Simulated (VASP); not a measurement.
# Na (Fm-3m) in VASP: a series of runs

The runs below take Na through relaxation of cell and atoms, with LDA.

All numbers are computed with VASP 6.6.1; they aren't measurements. Logs are shortened: lines on timing, memory, paths and dates and some standing lists are left out, and cuts for length are marked.

### 1 The cell of the first run

It takes space group Fm-3m (No. 225, cubic). Conventional cell: a = 4.082 Å, b = 4.082 Å, c = 4.082 Å, α = 90.00°, β = 90.00°, γ = 90.00°. Na (site symmetry m-3m) has 12 Na at 2.89 Å within 3.8 Å.

### 2 Relaxation of cell and atoms, LDA, target pressure 22 GPa, at which the enthalpy is minimised

Input file INCAR:

```
PREC = Accurate ; ENCUT = 600
EDIFF = 1E-6 ; ISMEAR = -1
SIGMA = 0.1 ; LREAL = F
LASPH = T ; NELM = 60
ALGO = Normal ; ISIF = 3
LWAVE = F ; LCHARG = F
IBRION = 2 ; NSW = 60
EDIFFG = -0.005 ; PSTRESS = 220.0
```

Input file KPOINTS:

```
regular mesh
0
Gamma
  16 16 16
```

Input file POSCAR:

```
Na
1.0
    0.0000000000      2.0408108241      2.0408108241
    2.0408108241      0.0000000000      2.0408108241
    2.0408108241      2.0408108241      0.0000000000
Na
1
Direct
    0.0000000000      0.0000000000      0.0000000000
```

Potentials or basis: VASP PAW LDA potentials, release 64 (Na_pv).

The run is started by

```sh
$ cat potpaw_LDA.64/Na_pv/POTCAR > POTCAR
$ mpirun -np 1 vasp_std > vasp.out
```

OUTCAR:

```text
PREC = Accurate
   ENCUT = 600
   EDIFF = 1E-6
   ISMEAR = -1
   LREAL = F
   LASPH = T
   NELM = 60
   ISIF = 3
   IBRION = 2
   NSW = 60
   EDIFFG = -0.005
   PSTRESS = 220.0

 ion  position               nearest neighbor table
   1  0.000  0.000  0.000-

  LATTYP: Found a face centered cubic cell.
 ALAT       =     4.0816216482

  Lattice vectors:

 A1 = (   0.0000000000,   2.0408108241,   2.0408108241)
 A2 = (   2.0408108241,   0.0000000000,   2.0408108241)
 A3 = (   2.0408108241,   2.0408108241,   0.0000000000)

Analysis of symmetry for initial positions (statically):
=====================================================================
 Subroutine PRICEL returns:
 Original cell was already a primitive cell.

 Routine SETGRP: Setting up the symmetry group for a
 face centered cubic supercell.

 Subroutine GETGRP returns: Found 48 space group operations
 (whereof 48 operations were pure point group operations)
 out of a pool of 48 trial point group operations.

The static configuration has the point symmetry O_h .

Analysis of symmetry for dynamics (positions and initial velocities):
=====================================================================
 Subroutine PRICEL returns:
 Original cell was already a primitive cell.

 Routine SETGRP: Setting up the symmetry group for a
 face centered cubic supercell.

 Subroutine GETGRP returns: Found 48 space group operations
 (whereof 48 operations were pure point group operations)
 out of a pool of 48 trial point group operations.

The dynamic configuration has the point symmetry O_h .

 Subroutine INISYM returns: Found 48 space group operations
 (whereof 48 operations are pure point group operations),
 and found     1 'primitive' translations

----------------------------------------------------------------------------------------

                                     Primitive cell

  volume of cell :      16.9996

  direct lattice vectors                    reciprocal lattice vectors
     0.000000000  2.040810824  2.040810824    -0.245000661  0.245000661  0.245000661
     2.040810824  0.000000000  2.040810824     0.245000661 -0.245000661  0.245000661
     2.040810824  2.040810824  0.000000000     0.245000661  0.245000661 -0.245000661

  length of vectors
[... 94 lines left out ...]
   EFERMI =   0.00;   METHOD = LEGACY
   ISMEAR =    -1;   SIGMA  =   0.10  broadening in eV -4-tet -1-fermi 0-gaus
   EFERMI_NEDOS =   21; number of points for ismear=-14 and -15
   IALGO  =     38    algorithm
   IMIX   =      4    mixing-type and parameters
     AMIX     =   0.40;   BMIX     =  1.00
     AMIX_MAG =   1.60;   BMIX_MAG =  1.00
  volume/ion in A,a.u.               =      17.00       114.72
  Fermi-wavevector in a.u.,A,eV,Ry     =   1.217946  2.301585 20.182786  1.483393
  Thomas-Fermi vector in A             =   2.353249
   LORBIT       =      0    0 simple, 1 ext, 2 COOP (PROOUT), +10 PAW based schemes
   GGA     = CA    functional components
   LHFCALC =     F    Hartree Fock is set to
   AEXX    =    0.0000 exact exchange contribution
   IVDW    =     0    specifies the selected vdW correction
   LEPSILON=     F    determine dielectric tensor
   LRPA    =     F    only Hartree local field effects (RPA)
 conjugate gradient relaxation of ions
 non-spin polarized calculation
  energy-cutoff  :      600.00
  volume of cell :       17.00
 maximum number of plane-waves:       588
   NGX = 11   NGY = 11   NGZ = 11

--------------------------------------- Ionic step        1  -------------------------------------------

 number of electron       7.0000004 magnetization

 Free energy of the ion-electron system (eV)
  ---------------------------------------------------
  ext. energy  EPLUGINS =         0.00000000
  ---------------------------------------------------
  free energy    TOTEN  =        -0.81178107 eV

  energy without entropy =       -0.80224033  energy(sigma->0) =       -0.80701070

------------------------ aborting loop because EDIFF is reached ----------------------------------------

  FORCE on cell =-STRESS in cart. coord.  units (eV):
  Direction    XX          YY          ZZ          XY          YZ          ZX
  --------------------------------------------------------------------------------------
  -------------------------------------------------------------------------------------
  Total        2.3246969      2.3246969      2.3246969     -0.0000000     -0.0000000      0.0000000
  in kB      219.0981321    219.0981321    219.0981321     -0.0000000     -0.0000000      0.0000000
  external PRESSURE =      -0.9018679 kB  Pullay stress =     220.0000000 kB
[... 94 lines left out ...]
  energy  without entropy=       -0.8013234934  energy(sigma->0) =       -0.80609296

  enthalpy is  TOTEN    =         1.5224894852 eV   P V=        2.3333519069

[... ionic steps 4 to 17 ...]

--------------------------------------- Ionic step       18  -------------------------------------------

 number of electron       7.0000004 magnetization

------------------------ aborting loop because EDIFF is reached ----------------------------------------
[... 69 lines left out ...]
--------------------------------------- Ionic step       20  -------------------------------------------

 number of electron       7.0000004 magnetization

 Free energy of the ion-electron system (eV)
  ---------------------------------------------------
  ext. energy  EPLUGINS =         0.00000000
  ---------------------------------------------------
  free energy    TOTEN  =        -0.81427570 eV

  energy without entropy =       -0.80472971  energy(sigma->0) =       -0.80950270

 E-fermi :   3.6799     XC(G=0):  -9.3805

 val. band max:        3.6376200758   @ k =   0.5000   0.2500   0.0625
 cond. band min:       3.7973470064   @ k =   0.5000   0.3750   0.1250
 fundamental gap:      0.1597269306
 Fermi energy:         3.6798572446

 k-point     1 :       0.0000    0.0000    0.0000
  band No.  band energies     occupation
      1     -21.2933      2.00000
      2     -21.2933      2.00000
      3     -21.2933      2.00000
      4      -1.7292      2.00000
      5      20.0291      0.00000
      6      20.0291      0.00000
      7      20.0291      0.00000
[... 221 lines left out ...]
 k-point    24 :      -0.0625    0.0625    0.0000
  band No.  band energies     occupation
      1     -21.3352      2.00000
      2     -21.3043      2.00000
      3     -21.2957      2.00000
      4      -1.4203      2.00000
      5      17.4976      0.00000
      6      19.0321      0.00000
      7      20.3064      0.00000

 [... further k-points ...]
[... 5 lines left out ...]
  --------------------------------------------------------------------------------------
  -------------------------------------------------------------------------------------
  Total        2.3340236      2.3340236      2.3340236     -0.0000000     -0.0000000     -0.0000000
  in kB      219.7428801    219.7428801    219.7428801     -0.0000000     -0.0000000     -0.0000000
  external PRESSURE =      -0.2571199 kB  Pullay stress =     220.0000000 kB
[... 20 lines left out ...]
  energy  without entropy=       -0.8047297129  energy(sigma->0) =       -0.80950270

  enthalpy is  TOTEN    =         1.5224788982 eV   P V=        2.3367545938

 reached required accuracy - stopping structural energy minimisation
```

Run time: 20 s. Hardware: 1 thread of Intel Xeon 6975P-C (Granite Rapids), shared host; peak memory 0.13 GiB.

What came out:

```
Free energy                                            : -0.8143 eV
Relaxed volume                                         : 17.02 Å³/atom
Relaxed cell                                           : a = 2.887 Å, b = 2.887 Å, c = 2.887 Å, α = 60.00°, β = 60.00°, γ = 60.00°
Space group after relaxing (to 0.05 Å)                 : Fm-3m (No. 225)
Energy change on relaxing (the enthalpy is what falls) : -2.5 meV/atom
Ionic steps                                            : 20
Pressure after relaxing                                : 22.0 GPa
```

The path:
```csv
step,energy change (eV),largest force (eV/Å),pressure (GPa),volume (Å³)
1,0.0000,0.0000,21.91,17.00
2,0.0033,0.0000,22.23,16.98
3,0.0009,0.0000,22.09,16.99
4,0.0005,0.0000,22.05,17.00
5,0.0002,0.0000,22.13,17.00
6,0.0001,0.0000,22.10,17.00
7,0.0000,0.0000,22.10,17.00
8,0.0000,0.0000,22.10,17.00
9,0.0000,0.0000,22.09,17.00
10,0.0000,0.0000,22.09,17.00
11,0.0000,0.0000,22.09,17.00
12,0.0000,0.0000,22.09,17.00
13,0.0000,0.0000,22.09,17.00
14,0.0000,0.0000,22.09,17.00
15,0.0000,0.0000,22.09,17.00
16,0.0000,0.0000,22.09,17.00
17,0.0000,0.0000,22.09,17.00
18,0.0000,0.0000,22.09,17.00
19,0.0000,0.0000,22.09,17.00
20,-0.0025,0.0000,21.97,17.02
```

Final structure:
```cif
data_structure
_symmetry_space_group_name_H-M 'P 1'
_symmetry_Int_Tables_number 1
_cell_length_a 2.8872
_cell_length_b 2.8872
_cell_length_c 2.8872
_cell_angle_alpha 60.000
_cell_angle_beta 60.000
_cell_angle_gamma 60.000
_cell_volume 17.02
loop_
_atom_site_label
_atom_site_type_symbol
_atom_site_fract_x
_atom_site_fract_y
_atom_site_fract_z
_atom_site_occupancy
Na1 Na 0.00000 0.00000 0.00000 1
```

Caveat: the cell is relaxed towards a set pressure, so the enthalpy falls and the energy may rise.

### 3 Relaxation of cell and atoms, LDA, target pressure 22 GPa, at which the enthalpy is minimised

Input file INCAR:

```
SYSTEM = Na
PREC     = Accurate       ! precision mode
ENCUT    = 600            ! plane-wave cutoff, eV
EDIFF    = 1E-6           ! SCF threshold, eV
ISMEAR   = -1             ! smearing method
SIGMA    = 0.1            ! smearing width, eV
LREAL    = .False.        ! projectors in reciprocal space
LASPH    = .True.         ! aspherical terms in the spheres
NELM     = 100            ! most SCF steps
ALGO     = Normal         ! electronic algorithm
ISIF     = 3              ! what is computed and relaxed
LWAVE    = .False.        ! write WAVECAR
LCHARG   = .False.        ! write CHGCAR
IBRION   = 2              ! ionic algorithm
NSW      = 32             ! ionic steps
EDIFFG   = -0.005         ! ionic threshold
PSTRESS  = 220.0
```

Input file KPOINTS:

```
Automatic mesh
0
Gamma
  16 16 16
  0 0 0
```

POSCAR is that of step 2.

Potentials or basis: VASP PAW LDA potentials, release 64 (Na_pv).

The run is started by

```sh
$ cat potpaw_LDA.64/Na_pv/POTCAR > POTCAR
$ mpirun -np 1 vasp_std > vasp.out
```

Wall time 20 s (1 thread of Intel Xeon 6975P-C (Granite Rapids), shared host); peak memory 0.13 GiB.

The run converged. Its results:

```
Free energy                                            : -0.8143 eV
Relaxed volume                                         : 17.02 Å³/atom
Relaxed cell                                           : a = 2.887 Å, b = 2.887 Å, c = 2.887 Å, α = 60.00°, β = 60.00°, γ = 60.00°
Space group after relaxing (to 0.05 Å)                 : Fm-3m (No. 225)
Energy change on relaxing (the enthalpy is what falls) : -2.5 meV/atom
Ionic steps                                            : 20
Pressure after relaxing                                : 22.0 GPa
```

The path:
```
step  energy change (eV)  largest force (eV/Å)  pressure (GPa)  volume (Å³)
   1              0.0000                0.0000           21.91        17.00
   2              0.0033                0.0000           22.23        16.98
   3              0.0009                0.0000           22.09        16.99
   4              0.0005                0.0000           22.05        17.00
   5              0.0002                0.0000           22.13        17.00
   6              0.0001                0.0000           22.10        17.00
   7              0.0000                0.0000           22.10        17.00
   8              0.0000                0.0000           22.10        17.00
   9              0.0000                0.0000           22.09        17.00
  10              0.0000                0.0000           22.09        17.00
  11              0.0000                0.0000           22.09        17.00
  12              0.0000                0.0000           22.09        17.00
  13              0.0000                0.0000           22.09        17.00
  14              0.0000                0.0000           22.09        17.00
  15              0.0000                0.0000           22.09        17.00
  16              0.0000                0.0000           22.09        17.00
  17              0.0000                0.0000           22.09        17.00
  18              0.0000                0.0000           22.09        17.00
  19              0.0000                0.0000           22.09        17.00
  20             -0.0025                0.0000           21.97        17.02
```

Final structure:
```
Na
1.0
     0.00000    2.04154    2.04154
     2.04154    0.00000    2.04154
     2.04154    2.04154    0.00000
Na
1
Direct
  0.00000 0.00000 0.00000
```

Levels at points of the mesh, in eV from the Fermi level:
```
           k point  band 1  band 2  band 3  band 4  band 5  band 6  band 7
(0.00, 0.00, 0.00)  -24.97  -24.97  -24.97   -5.41   16.35   16.35   16.35
(0.50, 0.00, 0.00)  -25.41  -25.02  -25.02    0.72    1.73   14.79   14.79
(0.50, 0.50, 0.00)  -25.37  -25.11  -25.11    2.96    3.07    8.42   12.04
```

Caveat: the cell is relaxed towards a set pressure, so the enthalpy falls and the energy may rise.
